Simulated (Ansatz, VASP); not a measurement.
**Si4B in VASP and in Ansatz**

The input INCAR:

```
SYSTEM = Si4B
ALGO = Normal
EDIFF = 1E-7
EDIFFG = -0.01
ENCUT = 600
GGA = PE
IBRION = 2
ISIF = 3
ISMEAR = 0
LASPH = .True.
LCHARG = .False.
LREAL = .False.
LWAVE = .False.
NELM = 60
NSW = 100
PREC = Accurate
SIGMA = 0.1
```

The input KPOINTS:

```
k-points
0
Gamma
  12 12 10
  0 0 0
```

File POSCAR:

```
Si4B
1.0
    4.9231411053      0.0000000000      0.0000000000
   -2.4615705527      4.2635652636      0.0000000000
    0.0000000000      0.0000000000      3.9111244911
Si B
4 1
Direct
    0.5000000000      0.0000000000      0.0000000000
    0.0000000000      0.5000000000      0.0000000000
    0.5000000000      0.5000000000      0.0000000000
    0.0000000000      0.0000000000      0.5000000000
    0.0000000000      0.0000000000      0.0000000000
```

Input for Ansatz:

```yaml
crystal:
  lattice:
    - [4.9231411053, 0.0, 0.0]
    - [-2.4615705527, 4.2635652636, 0.0]
    - [0.0, 0.0, 3.9111244911]
  atoms:
    - { symbol: Si, position: [0.5, 0.0, 0.0] }
    - { symbol: Si, position: [0.0, 0.5, 0.0] }
    - { symbol: Si, position: [0.5, 0.5, 0.0] }
    - { symbol: Si, position: [0.0, 0.0, 0.5] }
    - { symbol: B, position: [0.0, 0.0, 0.0] }
basis:
  ecutwfc: 420
kpoints:
  mp_grid: { grid: [12, 12, 10] }
hamiltonian:
  xc: pbe
scf:
  occupations: { method: gaussian, width: 0.1 }
output:
  forces: true
  stress: true
  eigenvalues: true
  write_density: true
  write_potential: true
  elf: true
  volumetric_format: npy
relax:
  adjacent_minimum: "off"
  f_tol: 0.01
  max_steps: 80
  cell: { stress_tol: 0.05 }
```

Alike in both runs: task relaxation of cell and atoms; functional PBE; k mesh 12 × 12 × 10; occupations gaussian, width 0.1 eV; no spin polarisation.

```csv
,VASP,Ansatz
version,VASP 6.6.1,Ansatz 0.2.0
potentials or method,"VASP PAW PBE potentials, release 64 (Si, B), cutoff 600 eV","scalar-relativistic, plane waves, PAW"
valence electrons in the cell,19,19
```

```tsv
	VASP	Ansatz	Ansatz less VASP
gap on the k mesh at the Fermi level, each at its own relaxed structure (eV)	none	none	-
relaxed volume (Å³/atom)	16.49	16.49	-0.002
relaxed cell length with the largest relative difference (Å)	3.930	3.929	-0.0009
```

A gap of «none» marks a metal or a gap that the smearing closes.
